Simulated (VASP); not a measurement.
Set up this calculation in VASP 6.6.1, as the native input.

```yaml
Task: single point
Functional: PBE
Potentials_or_basis: VASP PAW PBE potentials, release 64 (Si, B)
Cutoff: 520 eV
k_mesh: 6 × 3 × 3
Occupations: gaussian, width 0.2 eV
Spin: no spin polarisation
Dipole_correction: no
Further_INCAR_settings: ALGO = Normal; EDIFF = 1e-07; NBANDS = 37
```

The structure of Si3B4 lies in POSCAR:

```
Si3B4
1.0
    0.0007152693      0.0003440385      3.4108603331
    7.8204981867      0.0014303710      0.0017265035
   -3.9090095217      6.7628994781     -0.0002083459
Si B
6 8
Direct
    0.7500492961      0.6538337213      0.6175091540
    0.7492310715      0.9637143088      0.3462606163
    0.2500077582      0.6173668774      0.9638380540
    0.2499738619      0.3461570031      0.3824822263
    0.2507433300      0.0362844178      0.6537444417
    0.7500005210      0.3826445893      0.0361641103
    0.2501530523      0.5720718123      0.6921305639
    0.2489816149      0.1200089816      0.4277667712
    0.7499584975      0.6920430092      0.1202165670
    0.7498672228      0.4279234764      0.3078669893
    0.7509867261      0.8799890186      0.5722359191
    0.2500576302      0.3079617104      0.8797844279
    0.2495808016      0.3334413962      0.6665286615
    0.7504086157      0.6665596777      0.3334714977
```

These files were run (other wordings do the same):

INCAR

```
PREC = Accurate ; ENCUT = 520
EDIFF = 1E-7 ; ISMEAR = 0
SIGMA = 0.2 ; LREAL = F
LASPH = T ; NELM = 60
ALGO = Normal ; ISIF = 2
LWAVE = F ; LCHARG = F
GGA = PE ; NBANDS = 37
```

KPOINTS

```
regular mesh
0
Gamma
  6 3 3
```

Potentials or basis: VASP PAW PBE potentials, release 64 (Si, B).

The run is started by

```bash
$ cat potpaw_PBE.64/Si/POTCAR potpaw_PBE.64/B/POTCAR > POTCAR
$ mpirun -np 1 vasp_std > vasp.out
```

It gave:

```yaml
Pressure: 0.0 GPa
Largest_force: 0.021 eV/Å
Band_gap_on_the_k_mesh: zero (band 24 reaches 5.84 eV, above the bottom of band 25 at 5.29 eV)
```

Wall time 3.8 min on 1 thread of Intel(R) Xeon(R) Platinum 8259CL CPU @ 2.50GHz (Skylake/Cascade Lake) (shared host), peak memory 0.36 GiB.
